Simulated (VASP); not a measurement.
HgF6:

```
CELL_PARAMETERS angstrom
0.00000 3.69730 3.69730
3.69730 0.00000 3.69730
3.69730 3.69730 0.00000
ATOMIC_POSITIONS crystal
Hg 0.00000 0.00000 0.00000
F 0.50000 0.50000 0.00000
F 0.50000 0.00000 0.50000
F 0.00000 0.00000 0.50000
F 0.00000 0.50000 0.00000
F 0.00000 0.50000 0.50000
F 0.50000 0.00000 0.00000
```

The cell was generated, and may not be a known phase.

- Program: VASP 6.6.1
- Task: relaxation of cell and atoms
- Functional: PBE
- Potentials or basis: VASP PAW PBE potentials, release 64 (Hg, F)
- Cutoff: 600 eV
- k mesh: 4 × 4 × 4
- Occupations: gaussian, width 0.1 eV
- Spin: no spin polarisation

At the start: pressure -5.4 GPa; volume 14.44 Å³/atom.

**Question.** How do energy, volume and symmetry change on relaxing?

**Answer.** Over 3 steps the energy falls by 35.4 meV/atom and the volume is 12.69 Å³/atom (-12.1 %); space group Fm-3m (No. 225, to 0.1 Å) before and after.

The path:
```
step  energy change (eV)  largest force (eV/Å)  pressure (GPa)  volume (Å³)
   1              0.0000                0.0000           -5.42       101.08
   2             -0.1890                0.0000           -3.06        94.10
   3             -0.2476                0.0000           -0.33        88.84
```

Final structure:
```yaml
crystal:
  lattice:
    - [0.00000, 3.54153, 3.54153]
    - [3.54153, 0.00000, 3.54153]
    - [3.54153, 3.54153, 0.00000]
  atoms:
    - { symbol: Hg, position: [0.00000, 0.00000, 0.00000] }
    - { symbol: F, position: [0.50000, 0.50000, 0.00000] }
    - { symbol: F, position: [0.50000, 0.00000, 0.50000] }
    - { symbol: F, position: [0.00000, 0.00000, 0.50000] }
    - { symbol: F, position: [0.00000, 0.50000, 0.00000] }
    - { symbol: F, position: [0.00000, 0.50000, 0.50000] }
    - { symbol: F, position: [0.50000, 0.00000, 0.00000] }
```

Caveat: the k points lie up to 0.38 Å⁻¹ apart in the final cell.
